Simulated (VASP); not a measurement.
A run of VASP 6.6.1 is set up as follows.

The input INCAR:

```
PREC = Accurate
ENCUT = 520
EDIFF = 1E-6
ISMEAR = -1
SIGMA = 0.05
LREAL = Auto
LASPH = True
NELM = 100
ALGO = Normal
ISIF = 2
LWAVE = False
LCHARG = True
LDIPOL = True
IDIPOL = 3
DIPOL = 0.5 0.5 0.467
GGA = PE
LELF = True
LVHAR = True
LVACPOTAV = True
NBANDS = 84
```

File KPOINTS:

```
Automatic mesh
0
Gamma
  5 5 1
```

Contents of POSCAR:

```
Ta12HCN
1.0
    5.7202017150      0.0000000000      0.0000000000
   -1.9067339050      5.3930578966      0.0000000000
    0.0000000000      0.0000000000     24.8861251426
Ta C N H
12 1 1 1
Direct
    0.2500000000      0.2500000000      0.3214642679
    0.2500000000      0.7500000000      0.3214642679
    0.7500000000      0.2500000000      0.3214642679
    0.7500000000      0.7500000000      0.3214642679
    0.5000000000      0.5000000000      0.4153022020
    0.5000000000      0.0000000000      0.4153022020
    0.0000000000      0.5000000000      0.4153022020
    0.0000000000      0.0000000000      0.4153022020
    0.7500000000      0.7500000000      0.5091401361
    0.7500000000      0.2500000000      0.5091401361
    0.2500000000      0.7500000000      0.5091401361
    0.2500000000      0.2500000000      0.5091401361
    0.2500000000      0.2500000000      0.6729703820
    0.2500000000      0.2500000000      0.6264745939
    0.2500000000      0.2500000000      0.7155041229
```

Potentials or basis: VASP PAW PBE potentials, release 64 (Ta_pv, C, N, H).

Run with:

```console
$ cat potpaw_PBE.64/Ta_pv/POTCAR potpaw_PBE.64/C/POTCAR potpaw_PBE.64/N/POTCAR potpaw_PBE.64/H/POTCAR > POTCAR
$ mpirun -np 1 vasp_std > vasp.out
```

Problem. Predict the largest force.

Solution. 0.987 eV/Å.

Problem. Predict the band gap on the k mesh.

Solution. Zero (bands 71 and 72 overlap by 0.74 eV).

Forces in eV/Å, atoms in the order of the input:
```
Ta   0.000  0.000  0.323
Ta   0.000  0.000  0.340
Ta   0.000  0.000  0.340
Ta   0.000  0.000  0.276
Ta   0.015  0.022 -0.049
Ta  -0.022  0.016  0.026
Ta   0.022 -0.016  0.026
Ta  -0.015 -0.022 -0.049
Ta   0.000  0.000 -0.462
Ta   0.000  0.000 -0.480
Ta   0.000  0.000 -0.480
Ta   0.000  0.000  0.563
C    0.000  0.000  0.064
N    0.000  0.000 -0.987
H    0.000  0.000  0.550
```

Caveat: spin-orbit coupling is left out, which moves the levels of the heavy elements.
